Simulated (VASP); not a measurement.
# NbTe (F-43m) in VASP: further runs

Runs on NbTe. Level: PBEsol. Tasks: single point.

Everything below comes from runs of VASP 6.6.1. Logs are shortened: lines on timing, memory, paths and dates and some standing lists are left out, and cuts for length are marked.

## (1) The cell of the first run

It takes space group F-43m (No. 216, cubic). The conventional cell has a = 6.184 Å, b = 6.184 Å, c = 6.184 Å, α = 90.00°, β = 90.00°, γ = 90.00°. Within 3.5 Å of Nb (site symmetry -43m) lie 4 Te at 2.68 Å. Te (site symmetry -43m) has 4 Nb at 2.68 Å within 3.5 Å.

## (2) Single point, PBEsol, collinear spin (29.56 Å³/atom)

INCAR

```
ALGO = Normal ; EDIFF = 1E-6
ENCUT = 500 ; GGA = PS
GGA_COMPAT = False ; ISIF = 2
ISMEAR = 0 ; ISPIN = 2
LASPH = True ; LCHARG = False
LMAXMIX = 4 ; LORBIT = 11
LREAL = False ; LWAVE = False
MAGMOM = 1.45 0 ; NBANDS = 20
NELM = 200 ; PREC = Accurate
SIGMA = 0.05
```

KPOINTS

```
k-points
0
Gamma
  8 8 8
```

POSCAR

```
NbTe
1.0
    0.0000000000      3.0919163496      3.0919163496
    3.0919163496      0.0000000000      3.0919163496
    3.0919163496      3.0919163496      0.0000000000
Nb Te
1 1
Direct
    0.0000000000      0.0000000000      0.0000000000
    0.2500000000      0.2500000000      0.2500000000
```

Potentials or basis: VASP PAW PBE potentials, release 64 (Nb_sv, Te).

Launch:

```
$ cat potpaw_PBE.64/Nb_sv/POTCAR potpaw_PBE.64/Te/POTCAR > POTCAR
$ mpirun -np 1 vasp_std > vasp.out
```

OUTCAR:

```text
EDIFF = 1E-6
   ENCUT = 500
   GGA = PS
   ISIF = 2
   ISMEAR = 0
   ISPIN = 2
   LASPH = True
   LORBIT = 11
   LREAL = False
   NELM = 200
   PREC = Accurate

 ion  position               nearest neighbor table
   1  0.000  0.000  0.000-   2 2.68   2 2.68   2 2.68   2 2.68
   2  0.250  0.250  0.250-   1 2.68   1 2.68   1 2.68   1 2.68

  LATTYP: Found a face centered cubic cell.
 ALAT       =     6.1838326992

  Lattice vectors:

 A1 = (   0.0000000000,   3.0919163496,   3.0919163496)
 A2 = (   3.0919163496,   0.0000000000,   3.0919163496)
 A3 = (   3.0919163496,   3.0919163496,   0.0000000000)

Analysis of symmetry for initial positions (statically):
=====================================================================
 Subroutine PRICEL returns:
 Original cell was already a primitive cell.

 Routine SETGRP: Setting up the symmetry group for a
 face centered cubic supercell.

 Subroutine GETGRP returns: Found 24 space group operations
 (whereof 24 operations were pure point group operations)
 out of a pool of 48 trial point group operations.

The static configuration has the point symmetry T_d .

Analysis of symmetry for dynamics (positions and initial velocities):
=====================================================================
 Subroutine PRICEL returns:
 Original cell was already a primitive cell.

 Routine SETGRP: Setting up the symmetry group for a
 face centered cubic supercell.

 Subroutine GETGRP returns: Found 24 space group operations
 (whereof 24 operations were pure point group operations)
 out of a pool of 48 trial point group operations.

The dynamic configuration has the point symmetry T_d .

Analysis of structural, dynamic, and magnetic symmetry:
=====================================================================
 Subroutine PRICEL returns:
 Original cell was already a primitive cell.

 Routine SETGRP: Setting up the symmetry group for a
 face centered cubic supercell.

 Subroutine GETGRP returns: Found 24 space group operations
 (whereof 24 operations were pure point group operations)
 out of a pool of 48 trial point group operations.

The overall configuration has the point symmetry T_d .

 Subroutine INISYM returns: Found 24 space group operations
 (whereof 24 operations are pure point group operations),
 and found     1 'primitive' translations

----------------------------------------------------------------------------------------

                                     Primitive cell

  volume of cell :      59.1171

  direct lattice vectors                    reciprocal lattice vectors
     0.000000000  3.091916350  3.091916350    -0.161712008  0.161712008  0.161712008
     3.091916350  0.000000000  3.091916350     0.161712008 -0.161712008  0.161712008
     3.091916350  3.091916350  0.000000000     0.161712008  0.161712008 -0.161712008

  length of vectors
     4.372630035  4.372630035  4.372630035     0.280093413  0.280093413  0.280093413

  position of ions in fractional coordinates (direct lattice)
     0.000000000  0.000000000  0.000000000
     0.250000000  0.250000000  0.250000000

  ion indices of the primitive-cell ions
   primitive index   ion index
                 1           1
                 2           2

----------------------------------------------------------------------------------------

 KPOINTS: k-points

Automatic generation of k-mesh.
 Grid dimensions read from file:
 generate k-points for:    8    8    8

 Generating k-lattice:

  Cartesian coordinates                     Fractional coordinates (reciprocal lattice)
    -0.020214001  0.020214001  0.020214001     0.125000000  0.000000000  0.000000000
     0.020214001 -0.020214001  0.020214001     0.000000000  0.125000000  0.000000000
     0.020214001  0.020214001 -0.020214001     0.000000000  0.000000000  0.125000000

  Length of vectors
     0.035011677  0.035011677  0.035011677

  Shift w.r.t. Gamma in fractional coordinates (k-lattice)
     0.000000000  0.000000000  0.000000000

 Subroutine IBZKPT returns following result:
 ===========================================

 Found     29 irreducible k-points:

 Following reciprocal coordinates:
            Coordinates               Weight
  0.000000  0.000000  0.000000      1.000000
  0.125000  0.000000  0.000000      8.000000
  0.250000  0.000000  0.000000      8.000000
  0.375000  0.000000  0.000000      8.000000
  0.500000  0.000000  0.000000      4.000000
  0.125000  0.125000  0.000000      6.000000
[... 16 lines left out ...]
  0.500000  0.250000  0.125000     48.000000
 -0.375000  0.250000  0.125000     24.000000
 [... further k-points ...]
   k-points           NKPTS =     29   k-points in BZ     NKDIM =     29   number of bands    NBANDS=     20
   number of dos      NEDOS =    301   number of ions     NIONS =      2
   total plane-waves  NPLWV =  32768
   dimension x,y,z NGX =    32 NGY =   32 NGZ =   32
   dimension x,y,z NGXF=    64 NGYF=   64 NGZF=   64
   ions per type =               1   1
[... 26 lines left out ...]
   EFERMI =   0.00;   METHOD = LEGACY
   ISMEAR =     0;   SIGMA  =   0.05  broadening in eV -4-tet -1-fermi 0-gaus
   EFERMI_NEDOS =   21; number of points for ismear=-14 and -15
   IALGO  =     38    algorithm
   IMIX   =      4    mixing-type and parameters
     AMIX     =   0.40;   BMIX     =  1.00
     AMIX_MAG =   1.60;   BMIX_MAG =  1.00
  volume/ion in A,a.u.               =      29.56       199.47
  Fermi-wavevector in a.u.,A,eV,Ry     =   1.121386  2.119111 17.109402  1.257506
  Thomas-Fermi vector in A             =   2.258039
   LORBIT       =     11    0 simple, 1 ext, 2 COOP (PROOUT), +10 PAW based schemes
   GGA     = PS    functional components
   LHFCALC =     F    Hartree Fock is set to
   AEXX    =    0.0000 exact exchange contribution
   IVDW    =     0    specifies the selected vdW correction
   LEPSILON=     F    determine dielectric tensor
   LRPA    =     F    only Hartree local field effects (RPA)
 spin polarized calculation
 Gauss-broadening in eV      SIGMA  =   0.05
  energy-cutoff  :      500.00
  volume of cell :       59.12
 maximum number of plane-waves:      1524
   NGX = 15   NGY = 15   NGZ = 15

 number of electron      19.0000002 magnetization       1.9690151

 Free energy of the ion-electron system (eV)
  ---------------------------------------------------
  ext. energy  EPLUGINS =         0.00000000
  ---------------------------------------------------
  free energy    TOTEN  =       -13.16616468 eV

  energy without entropy =      -13.16248245  energy(sigma->0) =      -13.16432357

 E-fermi :   6.7417     XC(G=0):  -9.6976

 val. band max:        6.7394474954   @ k =  -0.2500   0.3750   0.1250
 cond. band min:       6.7482403933   @ k =  -0.3750   0.2500   0.0000
 fundamental gap:      0.0087928979
 Fermi energy:         6.7416599832

 spin component 1

 k-point     1 :       0.0000    0.0000    0.0000
  band No.  band energies     occupation
      1     -48.6258      1.00000
      2     -24.8402      1.00000
      3     -24.8402      1.00000
      4     -24.8402      1.00000
      5      -5.8805      1.00000
      6       2.6826      1.00000
[... 12 lines left out ...]
     19      17.0432      0.00000
     20      17.0432      0.00000
[... 507 lines left out ...]
 k-point    24 :      -0.3750    0.2500    0.1250
  band No.  band energies     occupation
      1     -48.6235      1.00000
      2     -24.8789      1.00000
      3     -24.8552      1.00000
      4     -24.8494      1.00000
      5      -5.0654      1.00000
      6       1.9365      1.00000
[... 12 lines left out ...]
     19      16.8928      0.00000
     20      18.4146      0.00000

 [... further k-points ...]

 spin component 2

 k-point     1 :       0.0000    0.0000    0.0000
  band No.  band energies     occupation
      1     -47.7124      1.00000
      2     -23.7984      1.00000
      3     -23.7984      1.00000
      4     -23.7984      1.00000
      5      -5.7485      1.00000
      6       3.1084      1.00000
[... 12 lines left out ...]
     19      17.4493      0.00000
     20      17.4493      0.00000
[... 507 lines left out ...]
 k-point    24 :      -0.3750    0.2500    0.1250
  band No.  band energies     occupation
      1     -47.7101      1.00000
      2     -23.8397      1.00000
      3     -23.8141      1.00000
      4     -23.8081      1.00000
      5      -4.9815      1.00000
      6       2.2844      1.00000
[... 12 lines left out ...]
     19      17.3818      0.00000
     20      18.8961      0.00000

 [... further k-points ...]

------------------------ aborting loop because EDIFF is reached ----------------------------------------

  FORCE on cell =-STRESS in cart. coord.  units (eV):
  Direction    XX          YY          ZZ          XY          YZ          ZX
  --------------------------------------------------------------------------------------
  -------------------------------------------------------------------------------------
  Total        1.1054105      1.1054105      1.1054105      0.0000000      0.0000000      0.0000000
  in kB       29.9585630     29.9585630     29.9585630      0.0000000      0.0000000      0.0000000
  external PRESSURE =      29.9585630 kB  Pullay stress =       0.0000000 kB

 VOLUME and BASIS-vectors are now :
 -----------------------------------------------------------------------------
  energy-cutoff  :      500.00
  volume of cell :       59.12
      direct lattice vectors                 reciprocal lattice vectors
     0.000000000  3.091916350  3.091916350    -0.161712008  0.161712008  0.161712008
     3.091916350  0.000000000  3.091916350     0.161712008 -0.161712008  0.161712008
     3.091916350  3.091916350  0.000000000     0.161712008  0.161712008 -0.161712008

 POSITION                                       TOTAL-FORCE (eV/Angst)
 -----------------------------------------------------------------------------------
      0.00000      0.00000      0.00000        -0.000000      0.000000     -0.000000
      1.54596      1.54596      1.54596         0.000000     -0.000000      0.000000
 -----------------------------------------------------------------------------------
    total drift:                                0.000000      0.000000      0.000000

  FREE ENERGIE OF THE ION-ELECTRON SYSTEM (eV)
  ---------------------------------------------------
  free  energy   TOTEN  =       -13.1661646841 eV

  energy  without entropy=      -13.1624824459  energy(sigma->0) =      -13.16432357

 total charge

# of ion       s       p       d       tot
------------------------------------------
    1        2.153   5.956   2.634  10.742
    2        1.337   2.127   0.092   3.557
--------------------------------------------------
tot          3.489   8.083   2.727  14.299

 magnetization (x)

# of ion       s       p       d       tot
------------------------------------------
    1        0.028   0.009   1.387   1.424
    2       -0.011  -0.063   0.048  -0.026
--------------------------------------------------
tot          0.016  -0.053   1.435   1.398
```

Wall time 21 s (1 thread of Intel Xeon 6975P-C (Granite Rapids), shared host); peak memory 0.22 GiB.

Results:

```yaml
Free_energy: -13.1662 eV
Pressure: 3.0 GPa
Net_moment: 1.97 μB per cell
Site_moments: Nb +1.42; Te -0.03 μB
Valence_electrons_inside_the_program's_atomic_spheres: Nb 10.74; Te 3.56
```

Caveat: the PAW data sets were made with another functional, which shifts forces and pressure a little; spin-orbit coupling is left out, which moves the levels of the heavy elements.

## (3) Single point, PBEsol, collinear spin (30.17 Å³/atom)

This run uses another cell than the first one, of 30.17 Å³/atom.

INCAR

```
PREC = Accurate ; ENCUT = 500
EDIFF = 1E-6 ; ISMEAR = 0
SIGMA = 0.05 ; LREAL = F
LASPH = T ; NELM = 200
ALGO = Normal ; ISIF = 2
LWAVE = F ; LCHARG = F
ISPIN = 2 ; MAGMOM = 1.49 0
LORBIT = 11 ; LMAXMIX = 4
GGA = PS ; NBANDS = 20
GGA_COMPAT = F
```

KPOINTS

```
regular mesh
0
Gamma
  8 8 8
```

POSCAR

```
NbTe
1.0
    0.0000000000      3.1132405844      3.1132405844
    3.1132405844      0.0000000000      3.1132405844
    3.1132405844      3.1132405844      0.0000000000
Nb Te
1 1
Direct
    0.0000000000      0.0000000000      0.0000000000
    0.2500000000      0.2500000000      0.2500000000
```

Potentials or basis: VASP PAW PBE potentials, release 64 (Nb_sv, Te).

Launch:

```
$ cat potpaw_PBE.64/Nb_sv/POTCAR potpaw_PBE.64/Te/POTCAR > POTCAR
$ mpirun -np 1 vasp_std > vasp.out
```

Wall time 21 s (1 thread of Intel Xeon 6975P-C (Granite Rapids), shared host); peak memory 0.23 GiB.

It converged, with:

| Quantity | Value |
| --- | --- |
| Free energy | -13.1832 eV |
| Pressure | 1.4 GPa |
| Net moment | 1.99 μB per cell |
| Site moments | Nb +1.44; Te -0.03 μB |
| Valence electrons inside the program's atomic spheres | Nb 10.72; Te 3.54 |

Levels at points of the mesh, in eV from the Fermi level:
Spin up:
```csv
k point,band 8,band 9,band 10,band 11,band 12,band 13
"(0.00, 0.00, 0.00)",-3.99,-0.67,-0.67,1.33,3.99,3.99
"(0.50, 0.00, 0.00)",-3.72,-0.40,-0.40,-0.15,1.96,1.96
"(0.50, 0.50, 0.00)",-3.19,-1.30,-0.34,-0.15,0.53,0.53
```
Spin down:
| k point | band 4 | band 5 | band 6 | band 7 | band 8 | band 9 | band 10 | band 11 | band 12 | band 13 |
| --- | --- | --- | --- | --- | --- | --- | --- | --- | --- | --- |
| (0.00, 0.00, 0.00) | -30.54 | -12.41 | -3.57 | -3.57 | -3.57 | 0.77 | 0.77 | 1.72 | 4.52 | 4.52 |
| (0.50, 0.00, 0.00) | -30.55 | -11.78 | -4.67 | -3.27 | -3.27 | 0.70 | 0.97 | 0.97 | 2.61 | 2.61 |
| (0.50, 0.50, 0.00) | -30.56 | -11.57 | -4.89 | -2.90 | -2.90 | -0.66 | 0.88 | 1.38 | 1.38 | 1.42 |

Caveat: the PAW data sets were made with another functional, which shifts forces and pressure a little; spin-orbit coupling is left out, which moves the levels of the heavy elements.

## (4) Single point, PBEsol, collinear spin (31.41 Å³/atom)

This run uses another cell than the first one, of 31.41 Å³/atom.

INCAR

```
ALGO     = Normal         # electronic algorithm
EDIFF    = 1E-6           # SCF threshold, eV
ENCUT    = 500            # plane-wave cutoff, eV
GGA      = PS             # functional
GGA_COMPAT= F            
ISIF     = 2              # what is computed and relaxed
ISMEAR   = 0              # smearing method
ISPIN    = 2              # spin polarisation
LASPH    = T              # aspherical terms in the spheres
LCHARG   = F              # write CHGCAR
LMAXMIX  = 4              # l up to which the mixer works
LORBIT   = 11             # projections on sites
LREAL    = F              # projectors in reciprocal space
LWAVE    = F              # write WAVECAR
MAGMOM   = 1.49 0         # initial moments
NBANDS   = 20             # bands
NELM     = 200            # most SCF steps
PREC     = Accurate       # precision mode
SIGMA    = 0.05           # smearing width, eV
```

KPOINTS

```
k-points
0
Gamma
  8 8 8
```

POSCAR

```
NbTe
1.0
    0.0000000000      3.1550340357      3.1550340357
    3.1550340357      0.0000000000      3.1550340357
    3.1550340357      3.1550340357      0.0000000000
Nb Te
1 1
Direct
    0.0000000000      0.0000000000      0.0000000000
    0.2500000000      0.2500000000      0.2500000000
```

Launch:

```
$ cat potpaw_PBE.64/Nb_sv/POTCAR potpaw_PBE.64/Te/POTCAR > POTCAR
$ mpirun -np 1 vasp_std > vasp.out
```

It took 33 s on 1 thread of Intel Xeon 6975P-C (Granite Rapids), shared host; peak memory 0.26 GiB.

The run converged. Its results:

```
Free energy                                           : -13.1837 eV
Pressure                                              : -1.2 GPa
Net moment                                            : 2.09 μB per cell
Site moments                                          : Nb +1.50; Te -0.04 μB
Valence electrons inside the program's atomic spheres : Nb 10.68; Te 3.51
```

Levels at points of the mesh, in eV from the Fermi level:
Spin up:
```
           k point  band 7  band 8  band 9  band 10  band 11  band 12  band 13  band 14
(0.00, 0.00, 0.00)   -3.87   -3.87   -0.65    -0.65     1.19     3.79     3.79     3.79
(0.50, 0.00, 0.00)   -3.61   -3.61   -0.40    -0.40    -0.16     1.86     1.86     3.01
(0.50, 0.50, 0.00)   -3.13   -3.13   -1.21    -0.37    -0.17     0.50     0.50     4.80
```
Spin down:
| k point | band 4 | band 5 | band 6 | band 7 | band 8 | band 9 | band 10 | band 11 | band 12 | band 13 |
| --- | --- | --- | --- | --- | --- | --- | --- | --- | --- | --- |
| (0.00, 0.00, 0.00) | -30.53 | -12.25 | -3.43 | -3.43 | -3.43 | 0.86 | 0.86 | 1.65 | 4.37 | 4.37 |
| (0.50, 0.00, 0.00) | -30.54 | -11.68 | -4.53 | -3.16 | -3.16 | 0.75 | 1.03 | 1.03 | 2.56 | 2.56 |
| (0.50, 0.50, 0.00) | -30.54 | -11.49 | -4.72 | -2.85 | -2.85 | -0.51 | 0.91 | 1.41 | 1.41 | 1.47 |

Caveat: the PAW data sets were made with another functional, which shifts forces and pressure a little; spin-orbit coupling is left out, which moves the levels of the heavy elements.

## (5) Single point, PBEsol, collinear spin (32.02 Å³/atom)

This run uses another cell than the first one, of 32.02 Å³/atom.

INCAR

```
SYSTEM = NbTe
ALGO = Normal
EDIFF = 1E-6
ENCUT = 500
GGA = PS
GGA_COMPAT = .FALSE.
ISIF = 2
ISMEAR = 0
ISPIN = 2
LASPH = .TRUE.
LCHARG = .FALSE.
LMAXMIX = 4
LORBIT = 11
LREAL = .FALSE.
LWAVE = .FALSE.
MAGMOM = 1.55 0
NBANDS = 20
NELM = 200
PREC = Accurate
SIGMA = 0.05
```

KPOINTS

```
k-points
0
G
  8 8 8
  0 0 0
```

POSCAR

```
NbTe
1.0
    0.0000000000      3.1755218438      3.1755218438
    3.1755218438      0.0000000000      3.1755218438
    3.1755218438      3.1755218438      0.0000000000
Nb Te
1 1
Direct
    0.0000000000      0.0000000000      0.0000000000
    0.2500000000      0.2500000000      0.2500000000
```

Launch:

```
$ cat potpaw_PBE.64/Nb_sv/POTCAR potpaw_PBE.64/Te/POTCAR > POTCAR
$ mpirun -np 1 vasp_std > vasp.out
```

Wall time 34 s (1 thread of Intel Xeon 6975P-C (Granite Rapids), shared host); peak memory 0.26 GiB.

The run converged. Its results:

| Item | Value |
| --- | --- |
| Free energy | -13.1704 eV |
| Pressure | -2.3 GPa |
| Net moment | 2.18 μB per cell |
| Site moments | Nb +1.56; Te -0.04 μB |
| Valence electrons inside the program's atomic spheres | Nb 10.67; Te 3.50 |

Levels at points of the mesh, in eV from the Fermi level:
Spin up:
```
           k point  band 7  band 8  band 9  band 10  band 11  band 12  band 13  band 14  band 15  band 16
(0.00, 0.00, 0.00)   -3.82   -3.82   -0.66    -0.66     1.11     3.68     3.68     3.68     5.49     5.49
(0.50, 0.00, 0.00)   -3.57   -3.57   -0.42    -0.42    -0.18     1.80     1.80     2.95     6.87     6.87
(0.50, 0.50, 0.00)   -3.11   -3.11   -1.19    -0.40    -0.19     0.47     0.47     4.66     5.41     8.80
```
Spin down:
```
           k point  band 5  band 6  band 7  band 8  band 9  band 10  band 11  band 12
(0.00, 0.00, 0.00)  -12.18   -3.37   -3.37   -3.37    0.90     0.90     1.61     4.30
(0.50, 0.00, 0.00)  -11.64   -4.46   -3.11   -3.11    0.78     1.07     1.07     2.54
(0.50, 0.50, 0.00)  -11.45   -4.64   -2.82   -2.82   -0.44     0.93     1.43     1.43
```

Caveat: the PAW data sets were made with another functional, which shifts forces and pressure a little; spin-orbit coupling is left out, which moves the levels of the heavy elements.

## (6) The runs side by side

| cell | gap on the mesh (eV) | pressure (GPa) | moment (μB) |
| --- | --- | --- | --- |
| a = 4.373 Å, angles 60.0°, 2 atoms | none | 3.0 | 1.97 |
| a = 4.403 Å, angles 60.0°, 2 atoms | none | 1.4 | 1.99 |
| a = 4.462 Å, angles 60.0°, 2 atoms | none | -1.2 | 2.09 |
| a = 4.491 Å, angles 60.0°, 2 atoms | none | -2.3 | 2.18 |

Alike in all rows: task single point; level PBEsol; potentials or basis VASP PAW PBE potentials, release 64 (Nb_sv, Te); spin collinear; k mesh 8 × 8 × 8; cutoff (eV) 500; smearing gaussian 0.05 eV.

Caveats: the PAW data sets were made with another functional, which shifts forces and pressure a little; spin-orbit coupling is left out, which moves the levels of the heavy elements.

Absolute energies hang on the potentials; compare differences alone.
